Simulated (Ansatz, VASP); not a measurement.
**Two plane-wave programs on TiO2**

The input INCAR:

```
PREC     = Accurate       # precision mode
ENCUT    = 520            # plane-wave cutoff, eV
EDIFF    = 1E-7           # SCF threshold, eV
ISMEAR   = 0              # smearing method
SIGMA    = 0.01           # smearing width, eV
LREAL    = F              # projectors in reciprocal space
LASPH    = T              # aspherical terms in the spheres
NELM     = 80             # most SCF steps
ALGO     = Normal         # electronic algorithm
ISIF     = 2              # what is computed and relaxed
LWAVE    = F              # write WAVECAR
LCHARG   = F              # write CHGCAR
GGA      = PE             # functional
NBANDS   = 33             # bands
```

The input KPOINTS:

```
Automatic mesh
0
Gamma
  4 4 6
```

Contents of POSCAR:

```
TiO2
1.0
    4.6822660031      0.0000000000      0.0000000000
    0.0000000000      4.6822660031      0.0000000000
    0.0000000000      0.0000000000      3.0154029610
Ti O
2 4
Direct
    0.0000000000      0.0000000000      0.0000000000
    0.5000000000      0.5000000000      0.5000000000
    0.3049600000      0.3049600000      0.0000000000
    0.1950400000      0.8049600000      0.5000000000
    0.6950400000      0.6950400000      0.0000000000
    0.8049600000      0.1950400000      0.5000000000
```

Input for Ansatz:

```yaml
crystal:
  lattice:
    - [4.682266003127301, 0.0, 0.0]
    - [0.0, 4.682266003127301, 0.0]
    - [0.0, 0.0, 3.0154029610314623]
  atoms:
    - { symbol: Ti, position: [0.0, 0.0, 0.0] }
    - { symbol: Ti, position: [0.5, 0.5, 0.5] }
    - { symbol: O, position: [0.30496, 0.30496, 0.0] }
    - { symbol: O, position: [0.19504, 0.80496, 0.5] }
    - { symbol: O, position: [0.69504, 0.69504, 0.0] }
    - { symbol: O, position: [0.80496, 0.19504, 0.5] }
basis:
  ecutwfc: 500.0
kpoints:
  mp_grid:
    grid: [4, 4, 6]
hamiltonian:
  xc: pbe
  pseudopotentials:
    kind: paw
scf:
  occupations:
    method: fixed
output:
  stress: true
```

Alike in both runs: task single point; functional PBE; k mesh 4 × 4 × 6; no spin polarisation.

|  | VASP | Ansatz |
| --- | --- | --- |
| version | VASP 6.6.1 | Ansatz 0.2.0 |
| potentials or method | VASP PAW PBE potentials, release 64 (Ti_sv, O), cutoff 520 eV | plane waves, PAW |
| occupations | gaussian, width 0.01 eV | fixed |
| valence electrons in the cell | 48 | 48 |

|  | VASP | Ansatz | Ansatz less VASP |
| --- | --- | --- | --- |
| pressure (GPa) | -6.9 | -7.5 | -0.60 |
| traceless stress, the component that is largest in VASP (GPa) | -2.51 | -2.70 | -0.197 |
